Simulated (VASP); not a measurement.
Al:

```
CELL_PARAMETERS angstrom
5.52277 0.01517 -0.04547
2.88394 -0.00196 4.84276
2.74829 -4.95530 -0.01297
ATOMIC_POSITIONS crystal
Al 0.19999 0.02943 0.01175
Al 0.75439 0.43929 0.05060
Al 0.77344 0.99130 0.49768
Al 0.27952 0.49364 0.50486
Al 0.19673 0.02247 0.52399
Al 0.73302 0.55734 0.52783
Al 0.80162 0.99098 0.94496
Al 0.26129 0.47554 0.93834
```

* Program: VASP 6.6.1
* Task: relaxation of cell and atoms
* Functional: PBE
* Potentials or basis: VASP PAW PBE potentials, release 64 (Al)
* Cutoff: 600 eV
* k mesh: 6 × 4 × 6
* Occupations: gaussian, width 0.2 eV
* Spin: no spin polarisation

At the start: pressure 8.8 GPa; volume 16.67 Å³/atom.

Q: How do energy, volume and symmetry change on relaxing?

A: Over 27 steps the energy falls by 330.6 meV/atom and the volume is 16.48 Å³/atom (-1.2 %); space group P1 (No. 1, to 0.1 Å) before, Fm-3m (No. 225, to 0.1 Å).

The path:
```tsv
step	energy change (eV)	largest force (eV/Å)	pressure (GPa)	volume (Å³)
1	0.0000	3.4710	8.80	133.38
2	-1.3406	0.6088	-4.60	151.86
3	-1.3452	0.7236	-4.00	150.41
4	-1.6536	0.5418	-1.78	142.80
5	-1.7637	0.5502	1.54	135.55
6	-1.8638	0.4770	0.73	136.13
7	-1.9377	0.6412	-0.33	137.28
8	-2.0450	0.3071	-0.37	136.54
9	-2.1231	0.3903	0.02	135.40
10	-2.2639	0.4110	-0.17	134.85
11	-1.9574	1.0386	3.30	131.35
12	-2.3091	0.4867	0.05	134.21
13	-2.4062	0.3448	-0.26	134.14
14	-2.4225	0.4836	-0.21	134.00
15	-2.4927	0.4395	-0.03	133.11
16	-2.4997	0.4921	0.20	132.59
17	-2.5787	0.3102	-0.26	132.81
18	-2.5820	0.3171	-0.31	132.86
19	-2.6261	0.1519	0.27	131.55
20	-2.6276	0.1338	0.43	131.27
21	-2.6373	0.0944	-0.48	132.77
22	-2.6375	0.0946	-0.38	132.58
23	-2.6429	0.0573	0.16	131.63
24	-2.6429	0.0574	0.16	131.62
25	-2.6443	0.0273	-0.08	132.00
26	-2.6444	0.0292	-0.05	131.95
27	-2.6447	0.0150	0.03	131.83
```

Final structure:
```
CELL_PARAMETERS angstrom
5.72351 -0.03443 -0.05784
2.98891 -0.87692 4.85656
2.88153 -4.87913 0.81512
ATOMIC_POSITIONS crystal
Al 0.24941 0.99965 0.00009
Al 0.75059 0.49958 0.99955
Al 0.74973 0.00040 0.50006
Al 0.25000 0.50054 0.50035
Al 0.24988 0.00051 0.50040
Al 0.75034 0.50011 0.49982
Al 0.74951 0.99945 0.99991
Al 0.25054 0.49976 0.99981
```
